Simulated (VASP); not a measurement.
# GaP (F-43m) in VASP: further runs

Runs on GaP. Level: LDA. Tasks: single point, relaxation of cell and atoms.

All numbers are computed with VASP 6.6.1; they aren't measurements. Logs are shortened: lines on timing, memory, paths and dates and some standing lists are left out, and cuts for length are marked.

## Step 1: The cell of the first run

The structure is cubic, space group F-43m (No. 216). Conventional cell: a = 5.391 Å, b = 5.391 Å, c = 5.391 Å, α = 90.00°, β = 90.00°, γ = 90.00°. Within 3.1 Å of Ga (site symmetry -43m) lie 4 P at 2.33 Å. Within 3.1 Å of P (site symmetry -43m) lie 4 Ga at 2.33 Å.

## Step 2: Single point, LDA

The input, INCAR:

```
PREC = Accurate
ENCUT = 520
EDIFF = 1E-6
ISMEAR = 0
SIGMA = 0.01
LREAL = F
LASPH = T
NELM = 80
ALGO = Normal
ISIF = 2
LWAVE = F
LCHARG = F
NBANDS = 16
```

The input, KPOINTS:

```
regular mesh
0
Gamma
  8 8 8
```

The input, POSCAR:

```
GaP
1.0
    0.0000000000      2.6956501113      2.6956501113
    2.6956501113      0.0000000000      2.6956501113
    2.6956501113      2.6956501113      0.0000000000
Ga P
1 1
Direct
    0.0000000000      0.0000000000      0.0000000000
    0.7500000000      0.7500000000      0.7500000000
```

Potentials or basis: VASP PAW LDA potentials, release 64 (Ga_d, P).

Run with:

```sh
$ cat potpaw_LDA.64/Ga_d/POTCAR potpaw_LDA.64/P/POTCAR > POTCAR
$ mpirun -np 1 vasp_std > vasp.out
```

OUTCAR:

```text
PREC = Accurate
   ENCUT = 520
   EDIFF = 1E-6
   ISMEAR = 0
   LREAL = F
   LASPH = T
   NELM = 80
   ISIF = 2

 ion  position               nearest neighbor table
   1  0.000  0.000  0.000-   2 2.33   2 2.33   2 2.33   2 2.33
   2  0.750  0.750  0.750-   1 2.33   1 2.33   1 2.33   1 2.33

  LATTYP: Found a face centered cubic cell.
 ALAT       =     5.3913002226

  Lattice vectors:

 A1 = (   0.0000000000,   2.6956501113,   2.6956501113)
 A2 = (   2.6956501113,   0.0000000000,   2.6956501113)
 A3 = (   2.6956501113,   2.6956501113,   0.0000000000)

Analysis of symmetry for initial positions (statically):
=====================================================================
 Subroutine PRICEL returns:
 Original cell was already a primitive cell.

 Routine SETGRP: Setting up the symmetry group for a
 face centered cubic supercell.

 Subroutine GETGRP returns: Found 24 space group operations
 (whereof 24 operations were pure point group operations)
 out of a pool of 48 trial point group operations.

The static configuration has the point symmetry T_d .

Analysis of symmetry for dynamics (positions and initial velocities):
=====================================================================
 Subroutine PRICEL returns:
 Original cell was already a primitive cell.

 Routine SETGRP: Setting up the symmetry group for a
 face centered cubic supercell.

 Subroutine GETGRP returns: Found 24 space group operations
 (whereof 24 operations were pure point group operations)
 out of a pool of 48 trial point group operations.

The dynamic configuration has the point symmetry T_d .

 Subroutine INISYM returns: Found 24 space group operations
 (whereof 24 operations are pure point group operations),
 and found     1 'primitive' translations

----------------------------------------------------------------------------------------

                                     Primitive cell

  volume of cell :      39.1760

  direct lattice vectors                    reciprocal lattice vectors
     0.000000000  2.695650111  2.695650111    -0.185484013  0.185484013  0.185484013
     2.695650111  0.000000000  2.695650111     0.185484013 -0.185484013  0.185484013
     2.695650111  2.695650111  0.000000000     0.185484013  0.185484013 -0.185484013

  length of vectors
     3.812224947  3.812224947  3.812224947     0.321267734  0.321267734  0.321267734

  position of ions in fractional coordinates (direct lattice)
[... 72 lines left out ...]
   ICHARG =      2    charge: 1-file 2-atom 10-const
   ISPIN  =      1    spin polarized calculation?
   LNONCOLLINEAR =      F non collinear calculations
   LSORBIT =      F    spin-orbit coupling
   LASPH  =      T    aspherical Exc in radial PAW
   ENCUT  =  520.0 eV  38.22 Ry    6.18 a.u.   7.09  7.09  7.09*2*pi/ulx,y,z
   NELM   =     80;   NELMIN=  2; NELMDL= -5     # of ELM steps
   EDIFF  = 0.1E-05   stopping-criterion for ELM
   LREAL  =      F    real-space projection
   EDIFFG = 0.1E-04   stopping-criterion for IOM
   NSW    =      0    number of steps for IOM
   IBRION =     -1    ionic relax: 0-MD 1-quasi-New 2-CG
   NFREE  =      0    steps in history (QN), initial steepest desc. (CG)
   ISIF   =      2    stress and relaxation
   ISYM   =      2    0-nonsym 1-usesym 2-fastsym
   POTIM  = 0.5000    time-step for ionic-motion
   TEBEG  =    0.0;   TEEND  =   0.0 temperature during run
   PSTRESS=    0.0 pullay stress
   NELECT =      18.0000    total number of electrons
   NUPDOWN=      -1.0000    fix difference up-down
   EMIN   =  10.00;   EMAX   =-10.00  energy-range for DOS
   EFERMI =   0.00;   METHOD = LEGACY
   ISMEAR =     0;   SIGMA  =   0.01  broadening in eV -4-tet -1-fermi 0-gaus
   EFERMI_NEDOS =   21; number of points for ismear=-14 and -15
   IALGO  =     38    algorithm
   IMIX   =      4    mixing-type and parameters
     AMIX     =   0.40;   BMIX     =  1.00
     AMIX_MAG =   1.60;   BMIX_MAG =  1.00
  volume/ion in A,a.u.               =      19.59       132.19
  Fermi-wavevector in a.u.,A,eV,Ry     =   1.263258  2.387212 21.712469  1.595821
  Thomas-Fermi vector in A             =   2.396624
   LORBIT       =      0    0 simple, 1 ext, 2 COOP (PROOUT), +10 PAW based schemes
   GGA     = CA    functional components
   LHFCALC =     F    Hartree Fock is set to
   AEXX    =    0.0000 exact exchange contribution
   IVDW    =     0    specifies the selected vdW correction
   LEPSILON=     F    determine dielectric tensor
   LRPA    =     F    only Hartree local field effects (RPA)
 non-spin polarized calculation
 Gauss-broadening in eV      SIGMA  =   0.01
  energy-cutoff  :      520.00
  volume of cell :       39.18
 maximum number of plane-waves:      1067
   NGX = 15   NGY = 15   NGZ = 15

 number of electron      17.9999998 magnetization

 Free energy of the ion-electron system (eV)
  ---------------------------------------------------
  ext. energy  EPLUGINS =         0.00000000
  ---------------------------------------------------
  free energy    TOTEN  =       -10.45076675 eV

  energy without entropy =      -10.45076675  energy(sigma->0) =      -10.45076675

 E-fermi :   4.9431     XC(G=0): -10.3108

 val. band max:        4.8484712174   @ k =   0.0000   0.0000   0.0000
 cond. band min:       6.2781681455   @ k =   0.5000   0.5000   0.0000
 fundamental gap:      1.4296969281
 Fermi energy:         4.9431136898

 k-point     1 :       0.0000    0.0000    0.0000
  band No.  band energies     occupation
      1      -9.9173      2.00000
      2      -9.9173      2.00000
      3      -9.9173      2.00000
      4      -9.8089      2.00000
      5      -9.8089      2.00000
      6      -7.9120      2.00000
[... 433 lines left out ...]
      3      -9.8702      2.00000
      4      -9.8150      2.00000
      5      -9.8010      2.00000
      6      -5.2877      2.00000
[... 8 lines left out ...]
     15      16.8444      0.00000
     16      17.4333      0.00000

 [... further k-points ...]
[... 5 lines left out ...]
  --------------------------------------------------------------------------------------
  -------------------------------------------------------------------------------------
  Total        0.0187587      0.0187587      0.0187587     -0.0000000     -0.0000000     -0.0000000
  in kB        0.7671725      0.7671725      0.7671725     -0.0000000     -0.0000000     -0.0000000
  external PRESSURE =       0.7671725 kB  Pullay stress =       0.0000000 kB

 VOLUME and BASIS-vectors are now :
 -----------------------------------------------------------------------------
  energy-cutoff  :      520.00
  volume of cell :       39.18
      direct lattice vectors                 reciprocal lattice vectors
     0.000000000  2.695650111  2.695650111    -0.185484013  0.185484013  0.185484013
     2.695650111  0.000000000  2.695650111     0.185484013 -0.185484013  0.185484013
     2.695650111  2.695650111  0.000000000     0.185484013  0.185484013 -0.185484013

 POSITION                                       TOTAL-FORCE (eV/Angst)
 -----------------------------------------------------------------------------------
      0.00000      0.00000      0.00000         0.000000      0.000000      0.000000
      4.04348      4.04348      4.04348        -0.000000     -0.000000     -0.000000
 -----------------------------------------------------------------------------------
    total drift:                               -0.000000     -0.000000     -0.000000

  FREE ENERGIE OF THE ION-ELECTRON SYSTEM (eV)
  ---------------------------------------------------
  free  energy   TOTEN  =       -10.4507667511 eV

  energy  without entropy=      -10.4507667511  energy(sigma->0) =      -10.45076675
```

OSZICAR:

```text
N       E                     dE             d eps       ncg     rms          rms(c)
DAV:   1     0.820501507173E+02    0.82050E+02   -0.91074E+03   960   0.163E+03
DAV:   2    -0.426276610951E+01   -0.86313E+02   -0.82220E+02  1040   0.321E+02
DAV:   3    -0.106776254142E+02   -0.64149E+01   -0.63931E+01  1168   0.673E+01
DAV:   4    -0.107830219759E+02   -0.10540E+00   -0.10537E+00  1128   0.924E+00
DAV:   5    -0.107851602581E+02   -0.21383E-02   -0.21382E-02  1192   0.119E+00    0.449E+00
DAV:   6    -0.105062498120E+02    0.27891E+00   -0.36638E-01  1416   0.106E+01    0.289E+00
DAV:   7    -0.104555044002E+02    0.50745E-01   -0.89714E-02  1272   0.212E+00    0.108E+00
DAV:   8    -0.104508043832E+02    0.47000E-02   -0.11803E-02  1112   0.120E+00    0.210E-01
DAV:   9    -0.104507620669E+02    0.42316E-04   -0.10134E-03  1328   0.411E-01    0.618E-02
DAV:  10    -0.104507608314E+02    0.12356E-05   -0.58382E-05  1424   0.903E-02    0.264E-02
DAV:  11    -0.104507670375E+02   -0.62062E-05   -0.99253E-06  1176   0.466E-02    0.857E-03
DAV:  12    -0.104507667511E+02    0.28644E-06   -0.53209E-07   808   0.867E-03
   1 F= -.10450767E+02 E0= -.10450767E+02  d E =-.415400E-43
```

Wall time 6.3 s (1 thread of Intel Xeon 6975P-C (Granite Rapids), shared host); peak memory 0.14 GiB.

Results:

| Item | Value |
| --- | --- |
| Free energy | -10.4508 eV |
| Pressure | 0.1 GPa |
| Band gap on the k mesh | 1.43 eV, indirect (least direct gap 1.91 eV) |

A k mesh can miss the band edges. As with any semilocal functional, this LDA gap is likely too small.

## Step 3: Single point, LDA (volume scaled by 1.02)

Changes to INCAR since step 2:

```diff
@@ -11,3 +11,6 @@
 LWAVE = F
-LCHARG = F
+LCHARG = T
+GGA = CA
+LELF = T
+LVHAR = T
 NBANDS = 16
```

The input, KPOINTS:

```
Automatic mesh
0
Gamma
  8 8 8
```

The input, POSCAR:

```
GaP
1.0
    0.0000000000      2.7135026191      2.7135026191
    2.7135026191      0.0000000000      2.7135026191
    2.7135026191      2.7135026191      0.0000000000
Ga P
1 1
Direct
    0.0000000000      0.0000000000      0.0000000000
    0.7500000000      0.7500000000      0.7500000000
```

Potentials or basis: VASP PAW LDA potentials, release 64 (Ga_d, P).

Run with:

```sh
$ cat potpaw_LDA.64/Ga_d/POTCAR potpaw_LDA.64/P/POTCAR > POTCAR
$ mpirun -np 1 vasp_std > vasp.out
```

OUTCAR:

```text
PREC = Accurate
   ENCUT = 520
   EDIFF = 1E-6
   ISMEAR = 0
   LREAL = F
   LASPH = T
   NELM = 80
   ISIF = 2
   GGA = CA

 ion  position               nearest neighbor table
   1  0.000  0.000  0.000-   2 2.35   2 2.35   2 2.35   2 2.35
   2  0.750  0.750  0.750-   1 2.35   1 2.35   1 2.35   1 2.35

  LATTYP: Found a face centered cubic cell.
 ALAT       =     5.4270052382

  Lattice vectors:

 A1 = (   0.0000000000,   2.7135026191,   2.7135026191)
 A2 = (   2.7135026191,   0.0000000000,   2.7135026191)
 A3 = (   2.7135026191,   2.7135026191,   0.0000000000)

Analysis of symmetry for initial positions (statically):
=====================================================================
 Subroutine PRICEL returns:
 Original cell was already a primitive cell.

 Routine SETGRP: Setting up the symmetry group for a
 face centered cubic supercell.

 Subroutine GETGRP returns: Found 24 space group operations
 (whereof 24 operations were pure point group operations)
 out of a pool of 48 trial point group operations.

The static configuration has the point symmetry T_d .

Analysis of symmetry for dynamics (positions and initial velocities):
=====================================================================
 Subroutine PRICEL returns:
 Original cell was already a primitive cell.

 Routine SETGRP: Setting up the symmetry group for a
 face centered cubic supercell.

 Subroutine GETGRP returns: Found 24 space group operations
 (whereof 24 operations were pure point group operations)
 out of a pool of 48 trial point group operations.

The dynamic configuration has the point symmetry T_d .

 Subroutine INISYM returns: Found 24 space group operations
 (whereof 24 operations are pure point group operations),
 and found     1 'primitive' translations

[... 106 lines left out ...]
   NUPDOWN=      -1.0000    fix difference up-down
   EMIN   =  10.00;   EMAX   =-10.00  energy-range for DOS
   EFERMI =   0.00;   METHOD = LEGACY
   ISMEAR =     0;   SIGMA  =   0.01  broadening in eV -4-tet -1-fermi 0-gaus
   EFERMI_NEDOS =   21; number of points for ismear=-14 and -15
   IALGO  =     38    algorithm
   IMIX   =      4    mixing-type and parameters
     AMIX     =   0.40;   BMIX     =  1.00
     AMIX_MAG =   1.60;   BMIX_MAG =  1.00
  volume/ion in A,a.u.               =      19.98       134.83
  Fermi-wavevector in a.u.,A,eV,Ry     =   1.254947  2.371506 21.427710  1.574892
  Thomas-Fermi vector in A             =   2.388727
   LORBIT       =      0    0 simple, 1 ext, 2 COOP (PROOUT), +10 PAW based schemes
   GGA     = CA    functional components
   LHFCALC =     F    Hartree Fock is set to
   AEXX    =    0.0000 exact exchange contribution
   IVDW    =     0    specifies the selected vdW correction
   LEPSILON=     F    determine dielectric tensor
   LRPA    =     F    only Hartree local field effects (RPA)
 non-spin polarized calculation
 Gauss-broadening in eV      SIGMA  =   0.01
  energy-cutoff  :      520.00
  volume of cell :       39.96
 maximum number of plane-waves:      1090
 NGX is ok and might be reduce to    30
   NGX = 15   NGY = 15   NGZ = 15

 number of electron      17.9999987 magnetization

 Free energy of the ion-electron system (eV)
  ---------------------------------------------------
  ext. energy  EPLUGINS =         0.00000000
  ---------------------------------------------------
  free energy    TOTEN  =       -10.44711889 eV

  energy without entropy =      -10.44711889  energy(sigma->0) =      -10.44711889

 E-fermi :   4.6861     XC(G=0): -10.2220

 val. band max:        4.6393710379   @ k =   0.0000   0.0000   0.0000
 cond. band min:       6.1097883677   @ k =   0.5000   0.5000   0.0000
 fundamental gap:      1.4704173298
 Fermi energy:         4.6861230015

 k-point     1 :       0.0000    0.0000    0.0000
  band No.  band energies     occupation
      1     -10.0886      2.00000
      2     -10.0886      2.00000
      3     -10.0886      2.00000
      4      -9.9866      2.00000
      5      -9.9866      2.00000
      6      -7.9682      2.00000
[... 433 lines left out ...]
      3     -10.0445      2.00000
      4      -9.9921      2.00000
      5      -9.9791      2.00000
      6      -5.4217      2.00000
[... 8 lines left out ...]
     15      16.5654      0.00000
     16      17.1074      0.00000

 [... further k-points ...]
[... 5 lines left out ...]
  --------------------------------------------------------------------------------------
  -------------------------------------------------------------------------------------
  Total       -0.4084224     -0.4084224     -0.4084224      0.0000000      0.0000000      0.0000000
  in kB      -16.3756826    -16.3756826    -16.3756826      0.0000000      0.0000000      0.0000000
  external PRESSURE =     -16.3756826 kB  Pullay stress =       0.0000000 kB

 VOLUME and BASIS-vectors are now :
 -----------------------------------------------------------------------------
  energy-cutoff  :      520.00
  volume of cell :       39.96
      direct lattice vectors                 reciprocal lattice vectors
     0.000000000  2.713502619  2.713502619    -0.184263688  0.184263688  0.184263688
     2.713502619  0.000000000  2.713502619     0.184263688 -0.184263688  0.184263688
     2.713502619  2.713502619  0.000000000     0.184263688  0.184263688 -0.184263688

 POSITION                                       TOTAL-FORCE (eV/Angst)
 -----------------------------------------------------------------------------------
      0.00000      0.00000      0.00000        -0.000000      0.000000     -0.000000
      4.07025      4.07025      4.07025         0.000000     -0.000000      0.000000
 -----------------------------------------------------------------------------------
    total drift:                               -0.000000     -0.000000      0.000000

  FREE ENERGIE OF THE ION-ELECTRON SYSTEM (eV)
  ---------------------------------------------------
  free  energy   TOTEN  =       -10.4471188872 eV

  energy  without entropy=      -10.4471188872  energy(sigma->0) =      -10.44711889
```

stdout:

```text
POSCAR found type information on POSCAR GaP
 POSCAR found :  2 types and       2 ions
 scaLAPACK will be used
 LDA part: xc-table for (Slater(with rela. corr.)+CA(PZ))
 , standard interpolation
 POSCAR, INCAR and KPOINTS ok, starting setup
 FFT: planning ... GRIDC
 FFT: planning ... GRID_SOFT
 FFT: planning ... GRID
 WAVECAR not read
 entering main loop
```

Run time: 8.4 s. Hardware: 1 thread of Intel Xeon 6975P-C (Granite Rapids), shared host; peak memory 0.15 GiB.

Results:

```yaml
Free_energy: -10.4471 eV
Pressure: -1.6 GPa
Band_gap_on_the_k_mesh: 1.47 eV, indirect (least direct gap 1.74 eV)
```

Levels at points of the mesh, in eV from the valence-band top:
```
           k point  band 7  band 8  band 9  band 10  band 11  band 12
(0.00, 0.00, 0.00)    0.00    0.00    0.00     1.74     3.79     3.79
(0.50, 0.00, 0.00)   -6.78   -1.15   -1.15     1.56     4.63     4.63
(0.50, 0.50, 0.00)   -6.90   -2.75   -2.75     1.47     1.67    10.55
```

Caveat: the cell differs from its parent crystal (volume scaled by 1.02).

## Step 4: Relaxation of cell and atoms, LDA

The input, INCAR:

```
PREC = Accurate
ENCUT = 600
EDIFF = 1E-6
ISMEAR = 0
SIGMA = 0.01
LREAL = False
LASPH = True
NELM = 60
ALGO = Normal
ISIF = 3
LWAVE = False
LCHARG = False
GGA = CA
IBRION = 2
NSW = 80
EDIFFG = -0.001
```

KPOINTS is that of step 3.

The input, POSCAR:

```
GaP
1.0
    0.0000000000      2.6956501113      2.6956501113
    2.6956501113      0.0000000000      2.6956501113
    2.6956501113      2.6956501113      0.0000000000
Ga P
1 1
Direct
    0.0000000000      0.0000000000      0.0000000000
    0.7500000000      0.7500000000      0.7500000000
```

Run with:

```sh
$ cat potpaw_LDA.64/Ga_d/POTCAR potpaw_LDA.64/P/POTCAR > POTCAR
$ mpirun -np 1 vasp_std > vasp.out
```

Run time: 17 s. Hardware: 1 thread of Intel Xeon 6975P-C (Granite Rapids), shared host; peak memory 0.16 GiB.

The run converged. Its results:

| Quantity | Value |
| --- | --- |
| Free energy | -10.4508 eV |
| Relaxed volume | 19.61 Å³/atom |
| Relaxed cell | a = 3.814 Å, b = 3.814 Å, c = 3.814 Å, α = 60.00°, β = 60.00°, γ = 60.00° |
| Space group after relaxing (to 0.05 Å) | F-43m (No. 216) |
| Energy gained by relaxing | 0.0 meV/atom |
| Ionic steps | 7 |
| Pressure after relaxing | 0.0 GPa |
| Band gap on the k mesh | 1.43 eV, indirect (least direct gap 1.90 eV) |

Final structure:
```xyz
2
Lattice="0.0000 2.6966 2.6966 2.6966 0.0000 2.6966 2.6966 2.6966 0.0000" Properties=species:S:1:pos:R:3 pbc="T T T"
Ga    5.3932    5.3932    5.3932
P     4.0449    4.0449    4.0449
```

Levels at points of the mesh, in eV from the valence-band top:
| k point | band 6 | band 7 | band 8 | band 9 | band 10 | band 11 | band 12 | band 13 |
| --- | --- | --- | --- | --- | --- | --- | --- | --- |
| (0.00, 0.00, 0.00) | -12.75 | 0.00 | 0.00 | 0.00 | 1.90 | 3.78 | 3.78 | 3.78 |
| (0.50, 0.00, 0.00) | -10.56 | -6.89 | -1.18 | -1.18 | 1.61 | 4.62 | 4.62 | 8.11 |
| (0.50, 0.50, 0.00) | -9.60 | -6.99 | -2.82 | -2.82 | 1.43 | 1.65 | 10.69 | 10.69 |

A k mesh can miss the band edges. LDA gaps usually lie below the measured ones, often by a third to a half.

## Step 5: Overview

| task | cell | cutoff (eV) | gap on the mesh (eV) | pressure (GPa) |
| --- | --- | --- | --- | --- |
| single point | a = 3.812 Å, angles 60.0°, 2 atoms | 520 | 1.43 | 0.1 |
| single point | a = 3.837 Å, angles 60.0°, 2 atoms | 520 | 1.47 | -1.6 |
| relaxation of cell and atoms | relaxed from a = 3.812 Å, angles 60.0°, 2 atoms | 600 | 1.43 | 0.0 |

Alike in all rows: level LDA; potentials or basis VASP PAW LDA potentials, release 64 (Ga_d, P); no spin polarisation; k mesh 8 × 8 × 8; smearing gaussian 0.01 eV.

Total energies depend on the potentials used, so only differences within one code and one set of settings carry meaning.
